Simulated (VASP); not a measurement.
Write the native input for VASP 6.6.1 that does the following.

```
Task                   : single point
Functional             : PBE
Potentials or basis    : VASP PAW PBE potentials, release 64 (W_sv, C, H)
Cutoff                 : 520 eV
k mesh                 : 4 × 4 × 1
Occupations            : fermi-dirac, width 0.05 eV
Spin                   : no spin polarisation
Dipole correction      : no
Further INCAR settings : LREAL = Auto; ALGO = Normal; EDIFF = 1e-07; NBANDS = 88
```

The structure of HW4C4 lies in POSCAR:

```
HW4C4
1.0
    5.7868000000      0.0000000000      0.0000000000
   -2.8934000000      5.0115160000      0.0000000000
    0.0000000000      0.0000000000     17.2472500000
W C H
8 8 2
Direct
    0.0000000000      0.0000000000      0.0579802577
   -0.0183078085     -0.0029334437      0.2241570105
    0.0000000000      0.5000000000      0.0579802577
   -0.0148648867      0.4993121842      0.2224112250
    0.5000000000      0.0000000000      0.0579802577
    0.4882820953      0.0000279357      0.2245877459
    0.5000000000      0.5000000000      0.0579802577
    0.4879808221      0.4993884086      0.2246877618
    0.3297100955      0.1672635586      0.1345238226
    0.3037556612      0.1593022950      0.2885798026
    0.3316632618      0.6680389726      0.1337347693
    0.3038677427      0.6590045806      0.2880856368
    0.8274673481      0.1671272725      0.1350408326
    0.8187965487      0.1739952541      0.2964711476
    0.8276417596      0.6673679182      0.1350870429
    0.8186086059      0.6639290386      0.2969324965
    0.7857328453      0.1966861924      0.3575504501
    0.7773945286      0.6261967437      0.3587778341
```

The input as run:

INCAR

```
SYSTEM = HW4C4
ALGO = Normal
EDIFF = 1E-7
ENCUT = 520
GGA = PE
ISIF = 2
ISMEAR = -1
LASPH = .True.
LCHARG = .True.
LELF = .True.
LREAL = Auto
LVHAR = .True.
LWAVE = .False.
NBANDS = 88
NELM = 80
PREC = Accurate
SIGMA = 0.05
```

KPOINTS

```
k-points
0
Gamma
  4 4 1
  0 0 0
```

Potentials or basis: VASP PAW PBE potentials, release 64 (W_sv, C, H).

Launch:

```console
$ cat potpaw_PBE.64/W_sv/POTCAR potpaw_PBE.64/C/POTCAR potpaw_PBE.64/H/POTCAR > POTCAR
$ mpirun -np 1 vasp_std > vasp.out
```

It gave:

```
Largest force          : 0.459 eV/Å
Band gap on the k mesh : zero (bands 73 and 74 overlap by 0.80 eV)
```

Caveat: spin-orbit coupling is left out, which moves the levels of the heavy elements.

Wall time 28 min on 1 thread of Intel(R) Xeon(R) Platinum 8488C (Sapphire Rapids), with other jobs on the host, peak memory 0.76 GiB.
